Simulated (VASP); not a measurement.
The system is InSb.

```xyz
2
Lattice="0.0000 3.2391 3.2391 3.2391 0.0000 3.2391 3.2391 3.2391 0.0000" Properties=species:S:1:pos:R:3 pbc="T T T"
In    0.0000    0.0000    0.0000
Sb    4.8586    4.8586    4.8586
```

- Program: VASP 6.6.1
- Task: relaxation of cell and atoms
- Functional: PBE
- Dispersion: D3(BJ)
- Potentials or basis: VASP PAW PBE potentials, release 64 (In_d, Sb)
- Cutoff: 600 eV
- k mesh: 12 × 12 × 12
- Occupations: gaussian, width 0.1 eV
- Spin: no spin polarisation

At the start: pressure 1.4 GPa; volume 33.98 Å³/atom.

Where does the relaxation end?

Over 3 steps the energy falls by 4.3 meV/atom and the volume is 35.02 Å³/atom (+3.1 %); space group F-43m (No. 216, to 0.1 Å) before and after.

Step by step:
```
step  energy change (eV)  largest force (eV/Å)  pressure (GPa)  volume (Å³)
   1              0.0000                0.0000            1.36        67.97
   2             -0.0074                0.0000           -0.46        70.85
   3             -0.0086                0.0000            0.01        70.05
```

Final structure:
```
In Sb
1.0
     0.00000    3.27184    3.27184
     3.27184    0.00000    3.27184
     3.27184    3.27184    0.00000
In Sb
1 1
Direct
  0.00000 0.00000 0.00000
  0.75000 0.75000 0.75000
```
